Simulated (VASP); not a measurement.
A run of VASP 6.6.1 is set up as follows.

The input INCAR:

```
PREC = Accurate ; ENCUT = 600
EDIFF = 1E-7 ; ISMEAR = -1
SIGMA = 0.08 ; LREAL = False
LASPH = True ; NELM = 80
ALGO = Normal ; ISIF = 3
LWAVE = False ; LCHARG = False
GGA = PS ; IBRION = 2
NSW = 100 ; EDIFFG = -0.002
PSTRESS = 40.0
```

KPOINTS

```
Automatic mesh
0
Gamma
  14 14 14
```

The input POSCAR:

```
Sn
1.0
    0.0000000000      3.2701694453      3.2701694453
    3.2701694453      0.0000000000      3.2701694453
    3.2701694453      3.2701694453      0.0000000000
Sn
2
Direct
    0.5000000000      0.5000000000      0.5000000000
    0.7500000000      0.7500000000      0.7500000000
```

Potentials or basis: VASP PAW PBE potentials, release 64 (Sn_d).

The run is started by

```console
$ cat potpaw_PBE.64/Sn_d/POTCAR > POTCAR
$ mpirun -np 1 vasp_std > vasp.out
```

Predict the space group after relaxing (to 0.1 Å).

Fd-3m (No. 227).

Predict the relaxed volume.

32.30 Å³/atom.

Predict the relaxed cell.

a = 4.504 Å, b = 4.504 Å, c = 4.504 Å, α = 60.00°, β = 60.00°, γ = 60.00°.

Predict the band gap on the k mesh.

zero (bands 14 and 15 overlap by 0.03 eV).

Step by step:
```tsv
step	energy change (eV)	largest force (eV/Å)	pressure (GPa)	volume (Å³)
1	0.0000	0.0000	-0.03	69.94
2	0.1727	0.0000	7.39	61.41
3	0.0609	0.0000	3.99	64.60
```

Caveat: the cell is relaxed towards a set pressure, so the run minimises the enthalpy, not the energy; the PAW data sets were made with another functional, which shifts forces and pressure a little; spin-orbit coupling is left out, which moves the levels of the heavy elements.
